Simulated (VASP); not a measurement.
Input of a VASP 6.6.1 run:

Contents of INCAR:

```
SYSTEM = TaN
  PREC = Accurate
  ENCUT = 520
  EDIFF = 1E-7
  ISMEAR = 0
  SIGMA = 0.017
  LREAL = .False.
  LASPH = .True.
  NELM = 80
  ALGO = Normal
  ISIF = 2
  LWAVE = .False.
  LCHARG = .True.
  GGA = PE
  LELF = .True.
  LVHAR = .True.
  NBANDS = 24
```

The input KPOINTS:

```
Automatic mesh
0
Gamma
  10 10 5
  0 0 0
```

Contents of POSCAR:

```
TaN
1.0
    2.9217699809      0.0000000000      0.0000000000
   -1.4608849905      2.5303270275      0.0000000000
    0.0000000000      0.0000000000      5.9165150000
Ta N
2 2
Direct
    0.0000000000      0.0000000000      0.5000000000
    0.0000000000      0.0000000000      0.0000000000
    0.3333333333      0.6666666667      0.2500000000
    0.6666666667      0.3333333333      0.7500000000
```

Potentials or basis: VASP PAW PBE potentials, release 64 (Ta_pv, N).

Launch:

```console
$ cat potpaw_PBE.64/Ta_pv/POTCAR potpaw_PBE.64/N/POTCAR > POTCAR
$ mpirun -np 1 vasp_std > vasp.out
```

Problem. What does it give for the band gap on the k mesh?

Solution. Zero (band 16 reaches 8.71 eV, above the bottom of band 17 at 7.89 eV).

Problem. What does it give for the pressure?

Solution. -0.4 GPa.

Stress tensor (GPa, compression positive):
```
-0.46  0.00  0.00
 0.00 -0.46  0.00
 0.00  0.00 -0.23
```

Caveat: spin-orbit coupling is left out, which moves the levels of the heavy elements.
